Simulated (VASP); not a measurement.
Crystal: Hf.

```xyz
2
Lattice="3.1967 0.0000 0.0000 -1.5983 2.7684 0.0000 0.0000 0.0000 5.0578" Properties=species:S:1:pos:R:3 pbc="T T T"
Hf    1.5984    0.9228    3.7934
Hf    0.0000    1.8456    1.2645
```

* Program: VASP 6.6.1
* Task: relaxation of cell and atoms
* Functional: RPBE
* Potentials or basis: VASP PAW PBE potentials, release 64 (Hf_pv)
* Cutoff: 600 eV
* k mesh: 10 × 10 × 5
* Occupations: fermi-dirac, width 0.05 eV
* Spin: no spin polarisation

At the start: pressure 3.0 GPa; volume 22.38 Å³/atom.

Problem. Where does the relaxation end?

Solution. Over 5 steps the energy falls by 5.8 meV/atom and the volume is 23.00 Å³/atom (+2.8 %); space group P6_3/mmc (No. 194, to 0.05 Å).

Step by step:
| step | energy change (eV) | largest force (eV/Å) | pressure (GPa) | volume (Å³) |
| --- | --- | --- | --- | --- |
| 1 | 0.0000 | 0.0000 | 2.98 | 44.76 |
| 2 | 0.0030 | 0.0000 | -3.07 | 47.51 |
| 3 | -0.0116 | 0.0000 | -0.02 | 46.03 |
| 4 | -0.0116 | 0.0000 | 0.02 | 46.01 |
| 5 | -0.0117 | 0.0000 | 0.04 | 46.01 |

Final structure:
```
Hf
1.0
     3.23007    0.00000    0.00000
    -1.61504    2.79733    0.00000
     0.00000    0.00000    5.09179
Hf
2
Direct
  0.66667 0.33333 0.75000
  0.33333 0.66667 0.25000
```

Caveat: the PAW data sets were made with another functional, which shifts forces and pressure a little.
